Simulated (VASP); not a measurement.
Write the native input for VASP 6.6.1 that does the following.

- Task: single point
- Functional: PBE
- Potentials or basis: VASP PAW PBE potentials, release 64 (Hg)
- Cutoff: 520 eV
- k mesh: 11 × 11 × 7
- Occupations: fermi-dirac, width 0.1 eV
- Spin: no spin polarisation
- Dipole correction: no
- Further INCAR settings: ALGO = Normal; EDIFF = 1e-06; NBANDS = 19

The structure of Hg lies in POSCAR:

```
Hg
1.0
    3.4318407080      0.0000000000      0.0000000000
   -1.7159203540      2.9720612349      0.0000000000
    0.0000000000      0.0000000000      5.3873756009
Hg
2
Direct
    0.3333333333      0.6666666667      0.2500000000
    0.6666666667      0.3333333333      0.7500000000
```

This cell differs from its parent crystal: volume scaled by 0.88.

These files were run (other wordings do the same):

INCAR

```
SYSTEM = Hg
PREC     = Accurate       ! precision mode
ENCUT    = 520            ! plane-wave cutoff, eV
EDIFF    = 1E-6           ! SCF threshold, eV
ISMEAR   = -1             ! smearing method
SIGMA    = 0.1            ! smearing width, eV
LREAL    = .False.        ! projectors in reciprocal space
LASPH    = .True.         ! aspherical terms in the spheres
NELM     = 100            ! most SCF steps
ALGO     = Normal         ! electronic algorithm
ISIF     = 2              ! what is computed and relaxed
LWAVE    = .False.        ! write WAVECAR
LCHARG   = .False.        ! write CHGCAR
GGA      = PE             ! functional
NBANDS   = 19             ! bands
```

KPOINTS

```
Automatic mesh
0
Gamma
  11 11 7
  0 0 0
```

Potentials or basis: VASP PAW PBE potentials, release 64 (Hg).

Command:

```sh
$ cat potpaw_PBE.64/Hg/POTCAR > POTCAR
$ mpirun -np 1 vasp_std > vasp.out
```

Results of the run:

```
Pressure               : 1.4 GPa
Band gap on the k mesh : zero (band 12 reaches 1.31 eV, above the bottom of band 13 at 0.83 eV)
```

Caveat: spin-orbit coupling is left out, which moves the levels of the heavy elements.

It took 63 s on 1 thread of Intel Xeon 8259CL, with other jobs on the host, peak memory 0.21 GiB.
